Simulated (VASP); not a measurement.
Write the native input for VASP 6.6.1 that does the following.

```
Task                               : single point
Functional                         : r2SCAN50
Potentials or basis                : VASP PAW PBE potentials, release 64 (Zn, S)
Cutoff                             : 520 eV
k mesh                             : 5 × 5 × 5
Occupations                        : fermi-dirac, width 0.05 eV
Spin                               : no spin polarisation
Dipole correction                  : no
Grid for exact exchange (PRECFOCK) : Normal
Further INCAR settings             : ALGO = Normal; EDIFF = 1e-06; NBANDS = 16
Share of exact exchange            : 0.5
```

The system is ZnS.

```
Zn S
1.0
     0.00000    2.73756    2.73756
     2.73756    0.00000    2.73756
     2.73756    2.73756    0.00000
Zn S
1 1
Direct
  0.75000 0.75000 0.75000
  0.00000 0.00000 0.00000
```

One way to write it, as run:

POSCAR

```
ZnS
1.0
    0.0000000000      2.7375567091      2.7375567091
    2.7375567091      0.0000000000      2.7375567091
    2.7375567091      2.7375567091      0.0000000000
Zn S
1 1
Direct
    0.7500000000      0.7500000000      0.7500000000
    0.0000000000      0.0000000000      0.0000000000
```

INCAR.step1

```
SYSTEM = ZnS
PREC     = Accurate       ! precision mode
ENCUT    = 520            ! plane-wave cutoff, eV
EDIFF    = 1E-5           ! SCF threshold, eV
ISMEAR   = -1             ! smearing method
SIGMA    = 0.05           ! smearing width, eV
LREAL    = .FALSE.        ! projectors in reciprocal space
LASPH    = .TRUE.         ! aspherical terms in the spheres
NELM     = 100            ! most SCF steps
ALGO     = Normal         ! electronic algorithm
ISIF     = 2              ! what is computed and relaxed
LWAVE    = .TRUE.         ! write WAVECAR
GGA      = PE             ! functional
NBANDS   = 16             ! bands
```

INCAR.step2

```
SYSTEM = ZnS
PREC     = Accurate       ! precision mode
ENCUT    = 520            ! plane-wave cutoff, eV
EDIFF    = 1E-6           ! SCF threshold, eV
ISMEAR   = -1             ! smearing method
SIGMA    = 0.05           ! smearing width, eV
LREAL    = .FALSE.        ! projectors in reciprocal space
LASPH    = .TRUE.         ! aspherical terms in the spheres
NELM     = 100            ! most SCF steps
ALGO     = Normal         ! electronic algorithm
ISIF     = 2              ! what is computed and relaxed
LWAVE    = .FALSE.        ! write WAVECAR
LCHARG   = .TRUE.         ! write CHGCAR
METAGGA  = R2SCAN         ! meta-GGA
LHFCALC  = .TRUE.         ! exact exchange
AEXX     = 0.5            ! exact-exchange fraction
LMIXTAU  = .TRUE.       
PRECFOCK = Normal       
LELF     = .TRUE.         ! ELF
LVHAR    = .TRUE.       
ISTART   = 1            
NBANDS   = 16             ! bands
```

KPOINTS

```
Automatic mesh
0
G
  5 5 5
  0 0 0
```

Potentials or basis: VASP PAW PBE potentials, release 64 (Zn, S).

The run is started by

```console
$ cat potpaw_PBE.64/Zn/POTCAR potpaw_PBE.64/S/POTCAR > POTCAR
$ cp INCAR.step1 INCAR
$ mpirun -np 1 vasp_std > vasp.out
$ cp INCAR.step2 INCAR
$ mpirun -np 1 vasp_std > vasp.out
```

Results of the run:

The pressure is -3.6 GPa. The band gap on the k mesh is 5.88 eV.

Caveat: the cell stands under tension; the PAW data sets were made with another functional, which shifts forces and pressure a little.

It took 35 min on 1 thread of Oxide Virtual Turin-like Processor (shared host), peak memory 0.16 GiB.
